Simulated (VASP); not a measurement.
# GaAs (WC type) (P-6m2) in VASP: further runs

Aim: see how the results for GaAs (WC type) move with the level of theory and the settings. Levels: PBEsol, PBE. Tasks: single point.

All numbers are computed with VASP 6.6.1; they aren't measurements. Logs are shortened: lines on timing, memory, paths and dates and some standing lists are left out, and cuts for length are marked.

## (1) The cell of the first run

It takes space group P-6m2 (No. 187, hexagonal). Conventional cell: a = 3.840 Å, b = 3.840 Å, c = 3.240 Å, α = 90.00°, β = 90.00°, γ = 120.00°. Within 3.6 Å of Ga (site symmetry -6m2) lie 6 As at 2.75 Å and 2 Ga at 3.24 Å. Within 3.6 Å of As (site symmetry -6m2) lie 6 Ga at 2.75 Å and 2 As at 3.24 Å.

## (2) Single point, PBEsol

INCAR reads:

```
  PREC = Accurate
  ENCUT = 520
  EDIFF = 1E-6
  ISMEAR = -1
  SIGMA = 0.05
  LREAL = False
  LASPH = True
  NELM = 60
  ALGO = Normal
  ISIF = 2
  LWAVE = False
  LCHARG = False
  GGA = PS
  NBANDS = 16
```

KPOINTS reads:

```
Automatic mesh
0
Gamma
  13 13 11
```

POSCAR reads:

```
GaAs
1.0
    3.8404235174      0.0000000000      0.0000000000
   -1.9202117587      3.3259043274      0.0000000000
    0.0000000000      0.0000000000      3.2402766840
Ga As
1 1
Direct
    0.0000000000      0.0000000000      0.0000000000
    0.3333333333      0.6666666667      0.5000000000
```

Potentials or basis: VASP PAW PBE potentials, release 64 (Ga_d, As).

Run with:

```
cat potpaw_PBE.64/Ga_d/POTCAR potpaw_PBE.64/As/POTCAR > POTCAR
mpirun -np 1 vasp_std > vasp.out
```

OUTCAR:

```text
PREC = Accurate
   ENCUT = 520
   EDIFF = 1E-6
   ISMEAR = -1
   LREAL = False
   LASPH = True
   NELM = 60
   ISIF = 2
   GGA = PS

 ion  position               nearest neighbor table
   1  0.000  0.000  0.000-   2 2.75   2 2.75   2 2.75   2 2.75   2 2.75   2 2.75
   2  0.333  0.667  0.500-   1 2.75   1 2.75   1 2.75   1 2.75   1 2.75   1 2.75

  LATTYP: Found a hexagonal cell.
 ALAT       =     3.8404235174
 C/A-ratio  =     0.8437289974

  Lattice vectors:

 A1 = (   3.8404235174,   0.0000000000,   0.0000000000)
 A2 = (  -1.9202117587,   3.3259043274,   0.0000000000)
 A3 = (   0.0000000000,   0.0000000000,   3.2402766840)

Analysis of symmetry for initial positions (statically):
=====================================================================
 Subroutine PRICEL returns:
 Original cell was already a primitive cell.

 Routine SETGRP: Setting up the symmetry group for a
 hexagonal supercell.

 Subroutine GETGRP returns: Found 12 space group operations
 (whereof 12 operations were pure point group operations)
 out of a pool of 24 trial point group operations.

The static configuration has the point symmetry D_3h.

Analysis of symmetry for dynamics (positions and initial velocities):
=====================================================================
 Subroutine PRICEL returns:
 Original cell was already a primitive cell.

 Routine SETGRP: Setting up the symmetry group for a
 hexagonal supercell.

 Subroutine GETGRP returns: Found 12 space group operations
 (whereof 12 operations were pure point group operations)
 out of a pool of 24 trial point group operations.

The dynamic configuration has the point symmetry D_3h.

 Subroutine INISYM returns: Found 12 space group operations
 (whereof 12 operations are pure point group operations),
 and found     1 'primitive' translations

----------------------------------------------------------------------------------------

                                     Primitive cell

  volume of cell :      41.3877

  direct lattice vectors                    reciprocal lattice vectors
     3.840423517  0.000000000  0.000000000     0.260387948  0.150335052  0.000000000
    -1.920211759  3.325904327  0.000000000     0.000000000  0.300670104  0.000000000
     0.000000000  0.000000000  3.240276684     0.000000000  0.000000000  0.308615621

  length of vectors
     3.840423517  3.840423517  3.240276684     0.300670104  0.300670104  0.308615621

  position of ions in fractional coordinates (direct lattice)
     0.000000000  0.000000000  0.000000000
     0.333333333  0.666666667  0.500000000

  ion indices of the primitive-cell ions
   primitive index   ion index
                 1           1
                 2           2

----------------------------------------------------------------------------------------

 KPOINTS: Automatic mesh

Automatic generation of k-mesh.
 Grid dimensions read from file:
 generate k-points for:   13   13   11

 Generating k-lattice:

  Cartesian coordinates                     Fractional coordinates (reciprocal lattice)
     0.020029842  0.011564235  0.000000000     0.076923077  0.000000000  0.000000000
     0.000000000  0.023128470  0.000000000     0.000000000  0.076923077  0.000000000
     0.000000000  0.000000000  0.028055966     0.000000000  0.000000000  0.090909091

  Length of vectors
     0.023128470  0.023128470  0.028055966

  Shift w.r.t. Gamma in fractional coordinates (k-lattice)
     0.000000000  0.000000000  0.000000000

 Subroutine IBZKPT returns following result:
 ===========================================

 Found    126 irreducible k-points:

 Following reciprocal coordinates:
            Coordinates               Weight
  0.000000  0.000000  0.000000      1.000000
  0.076923  0.000000  0.000000      6.000000
  0.153846 -0.000000  0.000000      6.000000
  0.230769  0.000000  0.000000      6.000000
  0.307692 -0.000000  0.000000      6.000000
  0.384615  0.000000  0.000000      6.000000
[... 16 lines left out ...]
  0.076923  0.000000  0.090909     12.000000
  0.153846 -0.000000  0.090909     12.000000
 [... further k-points ...]
   k-points           NKPTS =    126   k-points in BZ     NKDIM =    126   number of bands    NBANDS=     16
   number of dos      NEDOS =    301   number of ions     NIONS =      2
   total plane-waves  NPLWV =  21600
   dimension x,y,z NGX =    30 NGY =   30 NGZ =   24
   dimension x,y,z NGXF=    60 NGYF=   60 NGZF=   48
   ions per type =               1   1
   NGX,Y,Z   is equivalent  to a cutoff of  12.99, 12.99, 12.31 a.u.
   NGXF,Y,Z  is equivalent  to a cutoff of  25.97, 25.97, 24.63 a.u.
 SYSTEM =  unknown system
   PREC   = accura    normal or accurate (medium, high low for compatibility)
   ISTART =      0    job   : 0-new  1-cont  2-samecut
   ICHARG =      2    charge: 1-file 2-atom 10-const
   ISPIN  =      1    spin polarized calculation?
   LNONCOLLINEAR =      F non collinear calculations
   LSORBIT =      F    spin-orbit coupling
   LASPH  =      T    aspherical Exc in radial PAW
   ENCUT  =  520.0 eV  38.22 Ry    6.18 a.u.   7.14  7.14  6.02*2*pi/ulx,y,z
   NELM   =     60;   NELMIN=  2; NELMDL= -5     # of ELM steps
   EDIFF  = 0.1E-05   stopping-criterion for ELM
   LREAL  =      F    real-space projection
   EDIFFG = 0.1E-04   stopping-criterion for IOM
   NSW    =      0    number of steps for IOM
   IBRION =     -1    ionic relax: 0-MD 1-quasi-New 2-CG
   NFREE  =      0    steps in history (QN), initial steepest desc. (CG)
   ISIF   =      2    stress and relaxation
   ISYM   =      2    0-nonsym 1-usesym 2-fastsym
   POTIM  = 0.5000    time-step for ionic-motion
   TEBEG  =    0.0;   TEEND  =   0.0 temperature during run
   PSTRESS=    0.0 pullay stress
   NELECT =      18.0000    total number of electrons
   NUPDOWN=      -1.0000    fix difference up-down
   EMIN   =  10.00;   EMAX   =-10.00  energy-range for DOS
   EFERMI =   0.00;   METHOD = LEGACY
   ISMEAR =    -1;   SIGMA  =   0.05  broadening in eV -4-tet -1-fermi 0-gaus
   EFERMI_NEDOS =   21; number of points for ismear=-14 and -15
   IALGO  =     38    algorithm
   IMIX   =      4    mixing-type and parameters
     AMIX     =   0.40;   BMIX     =  1.00
     AMIX_MAG =   1.60;   BMIX_MAG =  1.00
  volume/ion in A,a.u.               =      20.69       139.65
  Fermi-wavevector in a.u.,A,eV,Ry     =   1.240344  2.343910 20.931914  1.538452
  Thomas-Fermi vector in A             =   2.374788
   LORBIT       =      0    0 simple, 1 ext, 2 COOP (PROOUT), +10 PAW based schemes
   GGA     = PS    functional components
   LHFCALC =     F    Hartree Fock is set to
   AEXX    =    0.0000 exact exchange contribution
   IVDW    =     0    specifies the selected vdW correction
   LEPSILON=     F    determine dielectric tensor
   LRPA    =     F    only Hartree local field effects (RPA)
 non-spin polarized calculation
  energy-cutoff  :      520.00
  volume of cell :       41.39
 maximum number of plane-waves:      1131
 NGX is ok and might be reduce to    30
   NGX = 15   NGY = 15   NGZ = 13

 number of electron      18.0000006 magnetization

 Free energy of the ion-electron system (eV)
  ---------------------------------------------------
  ext. energy  EPLUGINS =         0.00000000
  ---------------------------------------------------
  free energy    TOTEN  =        -8.32447548 eV

  energy without entropy =       -8.31616037  energy(sigma->0) =       -8.32031792

 E-fermi :   4.8449     XC(G=0): -10.4343

 val. band max:        4.8424450143   @ k =   0.0000   0.0000   0.2727
 cond. band min:       4.8487035223   @ k =   0.3846   0.0000   0.4545
 fundamental gap:      0.0062585080
 Fermi energy:         4.8448832411

 k-point     1 :       0.0000    0.0000    0.0000
  band No.  band energies     occupation
      1     -10.0437      2.00000
      2      -9.9903      2.00000
      3      -9.9903      2.00000
      4      -9.9476      2.00000
      5      -9.9476      2.00000
      6      -8.3040      2.00000
[... 8 lines left out ...]
     15      15.4768      0.00000
     16      19.2512      0.00000

 k-point     2 :       0.0769    0.0000    0.0000
  band No.  band energies     occupation
      1     -10.0430      2.00000
      2      -9.9936      2.00000
      3      -9.9880      2.00000
      4      -9.9487      2.00000
      5      -9.9478      2.00000
      6      -8.2375      2.00000
[... 8 lines left out ...]
     15      15.1198      0.00000
     16      18.7874      0.00000

 k-point     3 :       0.1538   -0.0000    0.0000
  band No.  band energies     occupation
      1     -10.0409      2.00000
      2     -10.0022      2.00000
      3      -9.9816      2.00000
      4      -9.9519      2.00000
      5      -9.9483      2.00000
      6      -8.0421      2.00000
[... 8 lines left out ...]
     15      14.2897      0.00000
     16      17.8943      0.00000

 k-point     4 :       0.2308    0.0000    0.0000
  band No.  band energies     occupation
      1     -10.0382      2.00000
      2     -10.0132      2.00000
      3      -9.9725      2.00000
      4      -9.9563      2.00000
      5      -9.9490      2.00000
      6      -7.7316      2.00000
[... 8 lines left out ...]
     15      15.1088      0.00000
     16      17.6259      0.00000
[... 324 lines left out ...]
 k-point    22 :       0.0000    0.0000    0.0909
  band No.  band energies     occupation
      1     -10.0340      2.00000
      2      -9.9892      2.00000
      3      -9.9892      2.00000
      4      -9.9521      2.00000
      5      -9.9521      2.00000
      6      -8.1980      2.00000
[... 8 lines left out ...]
     15      14.9000      0.00000
     16      17.3953      0.00000

 k-point    23 :       0.0769    0.0000    0.0909
  band No.  band energies     occupation
      1     -10.0331      2.00000
      2      -9.9924      2.00000
      3      -9.9870      2.00000
      4      -9.9536      2.00000
      5      -9.9523      2.00000
      6      -8.1313      2.00000
[... 8 lines left out ...]
     15      14.4515      0.00000
     16      17.2293      0.00000

 k-point    24 :       0.1538   -0.0000    0.0909
  band No.  band energies     occupation
      1     -10.0310      2.00000
      2     -10.0009      2.00000
      3      -9.9807      2.00000
      4      -9.9576      2.00000
      5      -9.9529      2.00000
      6      -7.9356      2.00000
[... 8 lines left out ...]
     15      14.4904      0.00000
     16      16.8791      0.00000

 [... further k-points ...]

------------------------ aborting loop because EDIFF is reached ----------------------------------------

  FORCE on cell =-STRESS in cart. coord.  units (eV):
  Direction    XX          YY          ZZ          XY          YZ          ZX
  --------------------------------------------------------------------------------------
  -------------------------------------------------------------------------------------
  Total       -0.7989238     -0.7989238     -0.8639227      0.0000000     -0.0000000      0.0000000
  in kB      -30.9275111    -30.9275111    -33.4437142      0.0000000     -0.0000000      0.0000000
  external PRESSURE =     -31.7662455 kB  Pullay stress =       0.0000000 kB

 VOLUME and BASIS-vectors are now :
 -----------------------------------------------------------------------------
  energy-cutoff  :      520.00
  volume of cell :       41.39
      direct lattice vectors                 reciprocal lattice vectors
     3.840423517  0.000000000  0.000000000     0.260387948  0.150335052  0.000000000
    -1.920211759  3.325904327  0.000000000     0.000000000  0.300670104  0.000000000
     0.000000000  0.000000000  3.240276684     0.000000000  0.000000000  0.308615621

 POSITION                                       TOTAL-FORCE (eV/Angst)
 -----------------------------------------------------------------------------------
      0.00000      0.00000      0.00000        -0.000000      0.000000      0.000000
     -0.00000      2.21727      1.62014         0.000000     -0.000000      0.000000
 -----------------------------------------------------------------------------------
    total drift:                                0.000000     -0.000000      0.000000

  FREE ENERGIE OF THE ION-ELECTRON SYSTEM (eV)
  ---------------------------------------------------
  free  energy   TOTEN  =        -8.3244754834 eV

  energy  without entropy=       -8.3161603657  energy(sigma->0) =       -8.32031792
```

Run time: 39 s. Hardware: 1 thread of Intel Xeon Platinum 8375C at 2.90GHz (Ice Lake), shared host; peak memory 0.21 GiB.

Results:

| Item | Value |
| --- | --- |
| Free energy | -8.3245 eV |
| Pressure | -3.2 GPa |
| Band gap on the k mesh | zero (band 9 reaches 6.96 eV, above the bottom of band 10 at 2.86 eV) |

Stress tensor (GPa, compression positive):
```
-3.09  0.00  0.00
 0.00 -3.09  0.00
 0.00  0.00 -3.34
```

Levels at points of the mesh, in eV from the Fermi level:
| k point | band 7 | band 8 | band 9 | band 10 | band 11 | band 12 |
| --- | --- | --- | --- | --- | --- | --- |
| (0.00, 0.00, 0.00) | -1.53 | -0.85 | -0.85 | 0.29 | 3.86 | 3.86 |

Caveat: the PAW data sets were made with another functional, which shifts forces and pressure a little.

## (3) Single point, PBE

INCAR reads:

```
SYSTEM = GaAs
ALGO = Normal
EDIFF = 1E-6
ENCUT = 520
GGA = PE
ISIF = 2
ISMEAR = -1
LASPH = .True.
LCHARG = .True.
LELF = .True.
LREAL = .False.
LVHAR = .True.
LWAVE = .False.
NBANDS = 16
NELM = 100
PREC = Accurate
SIGMA = 0.05
```

KPOINTS reads:

```
k-points
0
Gamma
  13 13 11
  0 0 0
```

POSCAR is that of step 2.

Potentials or basis: VASP PAW PBE potentials, release 64 (Ga_d, As).

Run with:

```
cat potpaw_PBE.64/Ga_d/POTCAR potpaw_PBE.64/As/POTCAR > POTCAR
mpirun -np 1 vasp_std > vasp.out
```

OUTCAR:

```text
SYSTEM = GaAs
   EDIFF = 1E-6
   ENCUT = 520
   GGA = PE
   ISIF = 2
   ISMEAR = -1
   LASPH = .True.
   LREAL = .False.
   NELM = 100
   PREC = Accurate

 ion  position               nearest neighbor table
   1  0.000  0.000  0.000-   2 2.75   2 2.75   2 2.75   2 2.75   2 2.75   2 2.75
   2  0.333  0.667  0.500-   1 2.75   1 2.75   1 2.75   1 2.75   1 2.75   1 2.75

  LATTYP: Found a hexagonal cell.
 ALAT       =     3.8404235174
 C/A-ratio  =     0.8437289974

  Lattice vectors:

[... 643 lines left out ...]
------------------------ aborting loop because EDIFF is reached ----------------------------------------

  FORCE on cell =-STRESS in cart. coord.  units (eV):
  Direction    XX          YY          ZZ          XY          YZ          ZX
  --------------------------------------------------------------------------------------
  -------------------------------------------------------------------------------------
  Total        0.0324028      0.0324028      0.0365916      0.0000000      0.0000000      0.0000000
  in kB        1.2543583      1.2543583      1.4165154      0.0000000      0.0000000      0.0000000
  external PRESSURE =       1.3084107 kB  Pullay stress =       0.0000000 kB

 VOLUME and BASIS-vectors are now :
 -----------------------------------------------------------------------------
  energy-cutoff  :      520.00
  volume of cell :       41.39
      direct lattice vectors                 reciprocal lattice vectors
     3.840423517  0.000000000  0.000000000     0.260387948  0.150335052  0.000000000
    -1.920211759  3.325904327  0.000000000     0.000000000  0.300670104  0.000000000
     0.000000000  0.000000000  3.240276684     0.000000000  0.000000000  0.308615621

 POSITION                                       TOTAL-FORCE (eV/Angst)
 -----------------------------------------------------------------------------------
      0.00000      0.00000      0.00000        -0.000000      0.000000      0.000000
     -0.00000      2.21727      1.62014         0.000000      0.000000      0.000000
 -----------------------------------------------------------------------------------
    total drift:                                0.000001     -0.000000      0.000000

  FREE ENERGIE OF THE ION-ELECTRON SYSTEM (eV)
  ---------------------------------------------------
  free  energy   TOTEN  =        -7.4530164340 eV

  energy  without entropy=       -7.4448244962  energy(sigma->0) =       -7.44892047
```

stdout:

```text
POSCAR found type information on POSCAR GaAs
 POSCAR found :  2 types and       2 ions
 scaLAPACK will be used
 LDA part: xc-table for (Slater+PW92), standard interpolation
 POSCAR, INCAR and KPOINTS ok, starting setup
 FFT: planning ... GRIDC
 FFT: planning ... GRID_SOFT
 FFT: planning ... GRID
 WAVECAR not read
 entering main loop
```

It took 42 s on 1 thread of Intel Xeon Platinum 8375C at 2.90GHz (Ice Lake), shared host; peak memory 0.22 GiB.

Results:

```
Free energy            : -7.4530 eV
Pressure               : 0.1 GPa
Band gap on the k mesh : zero (band 9 reaches 7.09 eV, above the bottom of band 10 at 3.02 eV)
```

Levels at points of the mesh, in eV from the Fermi level:
| k point | band 5 | band 6 | band 7 | band 8 | band 9 | band 10 | band 11 | band 12 | band 13 | band 14 |
| --- | --- | --- | --- | --- | --- | --- | --- | --- | --- | --- |
| (0.00, 0.00, 0.00) | -14.87 | -13.15 | -1.51 | -0.86 | -0.86 | 0.29 | 3.87 | 3.87 | 5.51 | 7.61 |

## (4) Single point, PBE, non-collinear spin, zero start, spin-orbit coupling

INCAR reads:

```
PREC = Accurate ; ENCUT = 520
EDIFF = 1E-7 ; ISMEAR = -1
SIGMA = 0.05 ; LREAL = False
LASPH = True ; NELM = 150
ALGO = Normal ; ISIF = 2
LWAVE = False ; LCHARG = True
MAGMOM = 0 0 0 0 0 0 ; LORBIT = 11
LSORBIT = True ; GGA_COMPAT = False
LORBMOM = True ; GGA = PE
LVHAR = True ; NBANDS = 30
LUSENCCL = False
```

KPOINTS reads:

```
regular mesh
0
Gamma
  13 13 11
```

POSCAR is that of step 3.

Run with:

```
cat potpaw_PBE.64/Ga_d/POTCAR potpaw_PBE.64/As/POTCAR > POTCAR
mpirun -np 1 vasp_ncl > vasp.out
```

Run time: 13 min. Hardware: 1 × NVIDIA H100 80GB with 1 thread of Intel Xeon Platinum 8481C at 2.70GHz (Sapphire Rapids), shared host; peak memory 1.5 GiB.

Results (log left out):

```yaml
Free_energy: -7.4716 eV
Pressure: 0.2 GPa
Net_moment: 0.00 μB per cell
Valence_electrons_inside_the_program's_atomic_spheres: Ga 11.51; As 2.70
```

Stress tensor (GPa, compression positive):
```
0.14 0.00 0.00
0.00 0.14 0.00
0.00 0.00 0.24
```

Moments on the atoms (μB; x, y, z):
```
Ga  0.00 0.00 0.00
As  0.00 0.00 0.00
```

## (5) Summary

| level | spin | gap on the mesh (eV) | pressure (GPa) |
| --- | --- | --- | --- |
| PBEsol | off | none | -3.2 |
| PBE | off | none | 0.1 |
| PBE | non-collinear, zero start, SOC | - | 0.2 |

Alike in all rows: task single point; potentials or basis VASP PAW PBE potentials, release 64 (Ga_d, As); cell as given; k mesh 13 × 13 × 11; cutoff (eV) 520; smearing fermi-dirac 0.05 eV.

The pressure there spans -3.2 GPa (PBEsol) to 0.2 GPa (PBE); a positive pressure means that this level wants a larger cell, a negative one a smaller.

Caveats: the PAW data sets were made with another functional, which shifts forces and pressure a little (some runs).

Total energies depend on the potentials used, so only differences within one code and one set of settings carry meaning.
